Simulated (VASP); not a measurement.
# ZnS (F-43m) in VASP: single point with HSE06

Aim: the single point of ZnS with HSE06.

All numbers are computed with VASP 6.6.1; they aren't measurements. Logs are shortened: lines on timing, memory, paths and dates and some standing lists are left out, and cuts for length are marked.

**What was measured.**

From “Electronic, vibrational, and thermodynamic properties of ZnS (zincblende and rocksalt structure)”, 2009, arxiv:0911.5022, for a bulk crystal of ZnS at 19 K: band gap 3.85 eV (direct).

The results are compared with them further down.

## (1) The cell of the first run

The structure is cubic, space group F-43m (No. 216). Conventional cell: a = 5.404 Å, b = 5.404 Å, c = 5.404 Å, α = 90.00°, β = 90.00°, γ = 90.00°. Zn (site symmetry -43m) has 4 S at 2.34 Å within 3.1 Å. Within 3.1 Å of S (site symmetry -43m) lie 4 Zn at 2.34 Å.

## (2) Single point, HSE06

POSCAR reads:

```
ZnS
1.0
    0.0000000000      2.7020000000      2.7020000000
    2.7020000000      0.0000000000      2.7020000000
    2.7020000000      2.7020000000      0.0000000000
Zn S
1 1
Direct
    0.2500000000      0.2500000000      0.2500000000
    0.0000000000      0.0000000000      0.0000000000
```

INCAR.step1 reads:

```
SYSTEM = ZnS
PREC = Accurate ; ENCUT = 520
EDIFF = 1E-5 ; ISMEAR = 0
SIGMA = 0.1 ; LREAL = .False.
LASPH = .True. ; NELM = 100
ALGO = Normal ; ISIF = 2
LWAVE = .True. ; LCHARG = .False.
GGA = PE ; NBANDS = 16
```

INCAR.step2 reads:

```
SYSTEM = ZnS
PREC = Accurate ; ENCUT = 520
EDIFF = 1E-6 ; ISMEAR = 0
SIGMA = 0.1 ; LREAL = .False.
LASPH = .True. ; NELM = 100
ALGO = Normal ; ISIF = 2
LWAVE = .False. ; LCHARG = .False.
GGA = PE ; LHFCALC = .True.
HFSCREEN = 0.2079 ; PRECFOCK = Normal
ISTART = 1 ; NBANDS = 16
```

KPOINTS reads:

```
regular mesh
0
Gamma
  6 6 6
  0 0 0
```

Potentials or basis: VASP PAW PBE potentials, release 64 (Zn, S).

Started as:

```bash
$ cat potpaw_PBE.64/Zn/POTCAR potpaw_PBE.64/S/POTCAR > POTCAR
$ cp INCAR.step1 INCAR
$ mpirun -np 1 vasp_std > vasp.out
$ cp INCAR.step2 INCAR
$ mpirun -np 1 vasp_std > vasp.out
```

OUTCAR:

```text
SYSTEM = ZnS
   PREC = Accurate
   ENCUT = 520
   EDIFF = 1E-6
   ISMEAR = 0
   LREAL = .False.
   LASPH = .True.
   NELM = 100
   ISIF = 2
   GGA = PE
   LHFCALC = .True.
   HFSCREEN = 0.2079
   PRECFOCK = Normal
   ISTART = 1

 ion  position               nearest neighbor table
   1  0.250  0.250  0.250-   2 2.34   2 2.34   2 2.34   2 2.34
   2  0.000  0.000  0.000-   1 2.34   1 2.34   1 2.34   1 2.34

  LATTYP: Found a face centered cubic cell.
 ALAT       =     5.4040000000

  Lattice vectors:

 A1 = (   0.0000000000,   2.7020000000,   2.7020000000)
 A2 = (   2.7020000000,   0.0000000000,   2.7020000000)
 A3 = (   2.7020000000,   2.7020000000,   0.0000000000)

Analysis of symmetry for initial positions (statically):
=====================================================================
 Subroutine PRICEL returns:
 Original cell was already a primitive cell.

 Routine SETGRP: Setting up the symmetry group for a
 face centered cubic supercell.

 Subroutine GETGRP returns: Found 24 space group operations
 (whereof 24 operations were pure point group operations)
 out of a pool of 48 trial point group operations.

The static configuration has the point symmetry T_d .

Analysis of symmetry for dynamics (positions and initial velocities):
=====================================================================
 Subroutine PRICEL returns:
 Original cell was already a primitive cell.

 Routine SETGRP: Setting up the symmetry group for a
 face centered cubic supercell.

 Subroutine GETGRP returns: Found 24 space group operations
 (whereof 24 operations were pure point group operations)
 out of a pool of 48 trial point group operations.

The dynamic configuration has the point symmetry T_d .

 Subroutine INISYM returns: Found 24 space group operations
 (whereof 24 operations are pure point group operations),
 and found     1 'primitive' translations

----------------------------------------------------------------------------------------

                                     Primitive cell

  volume of cell :      39.4535

  direct lattice vectors                    reciprocal lattice vectors
     0.000000000  2.702000000  2.702000000    -0.185048113  0.185048113  0.185048113
     2.702000000  0.000000000  2.702000000     0.185048113 -0.185048113  0.185048113
     2.702000000  2.702000000  0.000000000     0.185048113  0.185048113 -0.185048113

  length of vectors
     3.821205046  3.821205046  3.821205046     0.320512733  0.320512733  0.320512733

  position of ions in fractional coordinates (direct lattice)
     0.250000000  0.250000000  0.250000000
     0.000000000  0.000000000  0.000000000

  ion indices of the primitive-cell ions
   primitive index   ion index
                 1           1
                 2           2

----------------------------------------------------------------------------------------

 KPOINTS: regular mesh

Automatic generation of k-mesh.
 Grid dimensions read from file:
 generate k-points for:    6    6    6

 Generating k-lattice:

  Cartesian coordinates                     Fractional coordinates (reciprocal lattice)
    -0.030841352  0.030841352  0.030841352     0.166666667  0.000000000  0.000000000
     0.030841352 -0.030841352  0.030841352     0.000000000  0.166666667  0.000000000
     0.030841352  0.030841352 -0.030841352     0.000000000  0.000000000  0.166666667

  Length of vectors
     0.053418789  0.053418789  0.053418789

  Shift w.r.t. Gamma in fractional coordinates (k-lattice)
     0.000000000  0.000000000  0.000000000

 Subroutine IBZKPT returns following result:
 ===========================================

 Found     16 irreducible k-points:

 Following reciprocal coordinates:
            Coordinates               Weight
  0.000000  0.000000  0.000000      1.000000
  0.166667  0.000000  0.000000      8.000000
  0.333333  0.000000  0.000000      8.000000
  0.500000  0.000000  0.000000      4.000000
  0.166667  0.166667  0.000000      6.000000
  0.333333  0.166667  0.000000     24.000000
[... 8 lines left out ...]
 -0.333333  0.333333  0.166667     24.000000
 -0.333333  0.500000  0.166667     12.000000
   k-points           NKPTS =     16   k-points in BZ     NKDIM =    216   number of bands    NBANDS=     16
   number of dos      NEDOS =    301   number of ions     NIONS =      2
   total plane-waves  NPLWV =  21952
   dimension x,y,z NGX =    28 NGY =   28 NGZ =   28
   dimension x,y,z NGXF=    56 NGYF=   56 NGZF=   56
   ions per type =               1   1
   NGX,Y,Z   is equivalent  to a cutoff of  12.18, 12.18, 12.18 a.u.
   NGXF,Y,Z  is equivalent  to a cutoff of  24.36, 24.36, 24.36 a.u.
 SYSTEM =  ZnS
   PREC   = accura    normal or accurate (medium, high low for compatibility)
   ISTART =      1    job   : 0-new  1-cont  2-samecut
   ICHARG =      0    charge: 1-file 2-atom 10-const
   ISPIN  =      1    spin polarized calculation?
   LNONCOLLINEAR =      F non collinear calculations
   LSORBIT =      F    spin-orbit coupling
   LASPH  =      T    aspherical Exc in radial PAW
   ENCUT  =  520.0 eV  38.22 Ry    6.18 a.u.   7.10  7.10  7.10*2*pi/ulx,y,z
   NELM   =    100;   NELMIN=  2; NELMDL=  0     # of ELM steps
   EDIFF  = 0.1E-05   stopping-criterion for ELM
   LREAL  =      F    real-space projection
   EDIFFG = 0.1E-04   stopping-criterion for IOM
   NSW    =      0    number of steps for IOM
   IBRION =     -1    ionic relax: 0-MD 1-quasi-New 2-CG
   NFREE  =      0    steps in history (QN), initial steepest desc. (CG)
   ISIF   =      2    stress and relaxation
   ISYM   =      3    0-nonsym 1-usesym 2-fastsym
   POTIM  = 0.5000    time-step for ionic-motion
   TEBEG  =    0.0;   TEEND  =   0.0 temperature during run
   PSTRESS=    0.0 pullay stress
   NELECT =      18.0000    total number of electrons
   NUPDOWN=      -1.0000    fix difference up-down
   EMIN   =  10.00;   EMAX   =-10.00  energy-range for DOS
   EFERMI =   0.00;   METHOD = LEGACY
   ISMEAR =     0;   SIGMA  =   0.10  broadening in eV -4-tet -1-fermi 0-gaus
   EFERMI_NEDOS =   21; number of points for ismear=-14 and -15
   IALGO  =     38    algorithm
   IMIX   =      1    mixing-type and parameters
     AMIX     =   0.40;   BMIX     =  1.00
     AMIX_MAG =   1.60;   BMIX_MAG =  1.00
  volume/ion in A,a.u.               =      19.73       133.12
  Fermi-wavevector in a.u.,A,eV,Ry     =   1.260290  2.381602 21.610537  1.588330
  Thomas-Fermi vector in A             =   2.393807
   LORBIT       =      0    0 simple, 1 ext, 2 COOP (PROOUT), +10 PAW based schemes
   GGA     = PE    functional components
   LHFCALC =     T    Hartree Fock is set to
   PRECFOCK=normal    Normal, Fast or Accurate (Low or Medium for compatibility)
   ENCUT4O =  -1.0   cutoff for four orbital integrals eV
   NKREDX  =     1    reduce k-point grid by
   NKREDY  =     1    reduce k-point grid by
   NKREDZ  =     1    reduce k-point grid by
   AEXX    =    0.2500 exact exchange contribution
   HFSCREEN=    0.2079 screening length (either q_TF or 0.3 A-1)
   HFSCREENC=   0.2079 screening length for correlation (either q_TF or 0.3 A-1)
   ENCUTFOCK=  -1.0 apply spherical cutoff to Coloumb kernel
   IVDW    =     0    specifies the selected vdW correction
   LEPSILON=     F    determine dielectric tensor
   LRPA    =     F    only Hartree local field effects (RPA)
 non-spin polarized calculation
 Gauss-broadening in eV      SIGMA  =   0.10
  energy-cutoff  :      520.00
  volume of cell :       39.45
 maximum number of plane-waves:      1073
  NGX = 24; NGY = 24; NGZ = 24

 number of electron      18.0000000 magnetization

 Free energy of the ion-electron system (eV)
  ---------------------------------------------------
  ext. energy  EPLUGINS =         0.00000000
  ---------------------------------------------------
  free energy    TOTEN  =        -8.37222680 eV

  energy without entropy =       -8.37222680  energy(sigma->0) =       -8.37222680

 E-fermi :   1.8773     XC(G=0):  -7.9721

 val. band max:        1.3834808717   @ k =   0.0000   0.0000   0.0000
 cond. band min:       4.7087367245   @ k =   0.0000   0.0000   0.0000
 fundamental gap:      3.3252558528
 Fermi energy:         1.8773195507

 k-point     1 :       0.0000    0.0000    0.0000
  band No.  band energies     occupation
      1     -12.9389      2.00000
      2      -6.4646      2.00000
      3      -6.4646      2.00000
      4      -6.4646      2.00000
      5      -6.0201      2.00000
      6      -6.0201      2.00000
[... 8 lines left out ...]
     15      14.5749      0.00000
     16      14.7677      0.00000

 k-point     2 :       0.1667    0.0000    0.0000
  band No.  band energies     occupation
      1     -12.7209      2.00000
      2      -6.4317      2.00000
      3      -6.4317      2.00000
      4      -6.4257      2.00000
      5      -6.0219      2.00000
      6      -6.0219      2.00000
[... 8 lines left out ...]
     15      13.7038      0.00000
     16      15.4715      0.00000

 k-point     3 :       0.3333    0.0000    0.0000
  band No.  band energies     occupation
      1     -12.2310      2.00000
      2      -6.3767      2.00000
      3      -6.3767      2.00000
      4      -6.1898      2.00000
      5      -6.0106      2.00000
      6      -6.0106      2.00000
[... 8 lines left out ...]
     15      14.3924      0.00000
     16      14.5794      0.00000

 k-point     4 :       0.5000    0.0000    0.0000
  band No.  band energies     occupation
      1     -11.9515      2.00000
      2      -6.3570      2.00000
      3      -6.3570      2.00000
      4      -5.9950      2.00000
      5      -5.9950      2.00000
      6      -5.7843      2.00000
[... 8 lines left out ...]
     15      16.3868      0.00000
     16      16.3868      0.00000

 k-point     5 :       0.1667    0.1667    0.0000
  band No.  band energies     occupation
      1     -12.6482      2.00000
      2      -6.4545      2.00000
      3      -6.3998      2.00000
      4      -6.3998      2.00000
      5      -6.0433      2.00000
      6      -6.0033      2.00000
[... 8 lines left out ...]
     15      14.9568      0.00000
     16      16.9847      0.00000

 k-point     6 :       0.3333    0.1667    0.0000
  band No.  band energies     occupation
      1     -12.2450      2.00000
      2      -6.3897      2.00000
      3      -6.3348      2.00000
      4      -6.2824      2.00000
      5      -6.0296      2.00000
      6      -5.9892      2.00000
[... 8 lines left out ...]
     15      15.4341      0.00000
     16      16.8024      0.00000
[... 115 lines left out ...]
 k-point    13 :       0.5000    0.5000    0.0000
  band No.  band energies     occupation
      1     -11.6241      2.00000
      2      -6.3542      2.00000
      3      -6.1567      2.00000
      4      -6.1567      2.00000
      5      -5.9528      2.00000
      6      -5.7451      2.00000
[... 8 lines left out ...]
     15      16.6941      0.00000
     16      17.5056      0.00000

 k-point    14 :       0.5000    0.3333    0.1667
  band No.  band energies     occupation
      1     -11.8948      2.00000
      2      -6.3227      2.00000
      3      -6.2947      2.00000
      4      -6.1518      2.00000
      5      -5.9952      2.00000
      6      -5.8912      2.00000
[... 8 lines left out ...]
     15      16.9679      0.00000
     16      17.6406      0.00000

 k-point    15 :      -0.3333    0.3333    0.1667
  band No.  band energies     occupation
      1     -11.7067      2.00000
      2      -6.3113      2.00000
      3      -6.2590      2.00000
      4      -6.0680      2.00000
      5      -6.0175      2.00000
      6      -5.6482      2.00000
[... 8 lines left out ...]
     15      16.6821      0.00000
     16      17.4893      0.00000

 k-point    16 :      -0.3333    0.5000    0.1667
  band No.  band energies     occupation
      1     -11.6204      2.00000
      2      -6.3091      2.00000
      3      -6.2111      2.00000
      4      -6.1091      2.00000
      5      -5.9953      2.00000
      6      -5.6173      2.00000
[... 8 lines left out ...]
     15      16.9821      0.00000
     16      17.7835      0.00000

------------------------ aborting loop because EDIFF is reached ----------------------------------------

  FORCE on cell =-STRESS in cart. coord.  units (eV):
  Direction    XX          YY          ZZ          XY          YZ          ZX
  --------------------------------------------------------------------------------------
  -------------------------------------------------------------------------------------
  Total        0.2205231      0.2205231      0.2205231      0.0000000      0.0000000      0.0000000
  in kB        8.9552682      8.9552682      8.9552682      0.0000000      0.0000000      0.0000000
  external PRESSURE =       8.9552682 kB  Pullay stress =       0.0000000 kB

 VOLUME and BASIS-vectors are now :
 -----------------------------------------------------------------------------
  energy-cutoff  :      520.00
  volume of cell :       39.45
      direct lattice vectors                 reciprocal lattice vectors
     0.000000000  2.702000000  2.702000000    -0.185048113  0.185048113  0.185048113
     2.702000000  0.000000000  2.702000000     0.185048113 -0.185048113  0.185048113
     2.702000000  2.702000000  0.000000000     0.185048113  0.185048113 -0.185048113

 POSITION                                       TOTAL-FORCE (eV/Angst)
 -----------------------------------------------------------------------------------
      1.35100      1.35100      1.35100         0.000000      0.000000      0.000000
      0.00000      0.00000      0.00000        -0.000000     -0.000000     -0.000000
 -----------------------------------------------------------------------------------
    total drift:                               -0.000151     -0.000106     -0.000080

  FREE ENERGIE OF THE ION-ELECTRON SYSTEM (eV)
  ---------------------------------------------------
  free  energy   TOTEN  =        -8.3722268008 eV

  energy  without entropy=       -8.3722268008  energy(sigma->0) =       -8.37222680
```

Run time: 77 min. Hardware: 1 thread of Intel Xeon 8259CL, shared host; peak memory 0.27 GiB.

Results:

| Item | Value |
| --- | --- |
| Free energy | -8.3722 eV |
| Pressure | 0.9 GPa |
| Band gap on the k mesh | 3.33 eV |

Levels at points of the mesh, in eV from the valence-band top:
```tsv
k point	band 5	band 6	band 7	band 8	band 9	band 10	band 11	band 12	band 13	band 14
(0.00, 0.00, 0.00)	-7.40	-7.40	0.00	0.00	0.00	3.33	7.68	7.68	7.68	13.19
(0.50, 0.00, 0.00)	-7.38	-7.17	-5.60	-0.91	-0.91	4.54	8.18	8.18	10.21	13.62
(0.50, 0.50, 0.00)	-7.34	-7.13	-4.99	-2.35	-2.35	4.38	5.25	12.55	13.70	13.70
```

Caveat: the PAW data sets were made with another functional, which shifts forces and pressure a little.

## (3) How close it comes

Step 2. Measured gap of ZnS: 3.85 eV (direct; 19 K; quoted in “Electronic, vibrational, and thermodynamic properties of ZnS (zincblende and rocksalt structure)”, 2009, arxiv:0911.5022). This calculation gives 3.33 eV (-0.52 eV). The value is that of HSE06, without temperature or zero-point motion.
